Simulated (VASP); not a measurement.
**AlIn: single point with PBE**

AlIn:

```xyz
2
Lattice="3.0541 0.0000 0.0000 -1.5271 2.6450 0.0000 0.0000 0.0000 5.7697" Properties=species:S:1:pos:R:3 pbc="T T T"
Al    0.0000    0.0000    0.0000
In    0.0000    0.0000    2.8849
```

| Property | Result |
| --- | --- |
| Program | VASP 6.6.1 |
| Task | single point |
| Functional | PBE |
| Potentials or basis | VASP PAW PBE potentials, release 64 (Al, In_d) |
| Cutoff | 520 eV |
| k mesh | 8 × 8 × 4 |
| Occupations | fermi-dirac, width 0.05 eV |
| Spin | no spin polarisation |
| Dipole correction | no |
| Further INCAR settings | ALGO = Normal; EDIFF = 1e-07; NBANDS = 15 |

The pressure is 0.5 GPa. The band gap on the k mesh is zero (band 8 reaches 8.67 eV, above the bottom of band 9 at 4.44 eV).

Levels at points of the mesh, in eV from the Fermi level:
| k point | band 5 | band 6 | band 7 | band 8 | band 9 | band 10 | band 11 | band 12 |
| --- | --- | --- | --- | --- | --- | --- | --- | --- |
| (0.00, 0.00, 0.00) | -14.40 | -9.69 | -5.52 | -3.99 | 7.75 | 9.39 | 10.01 | 10.01 |
| (0.50, 0.00, 0.00) | -14.22 | -4.30 | -3.62 | -0.53 | 0.09 | 0.17 | 3.44 | 5.76 |
| (0.00, 0.00, 0.50) | -14.40 | -8.91 | -8.00 | 0.81 | 1.39 | 10.67 | 10.67 | 11.84 |
| (0.50, 0.00, 0.50) | -14.22 | -3.28 | -3.17 | -2.71 | -2.29 | 5.29 | 5.86 | 6.46 |

Wall time 8 s on 1 thread of Intel(R) Xeon(R) 6975P-C (Granite Rapids), with other jobs on the host, peak memory 0.17 GiB.

Caveat: spin-orbit coupling is left out, which moves the levels of the heavy elements.
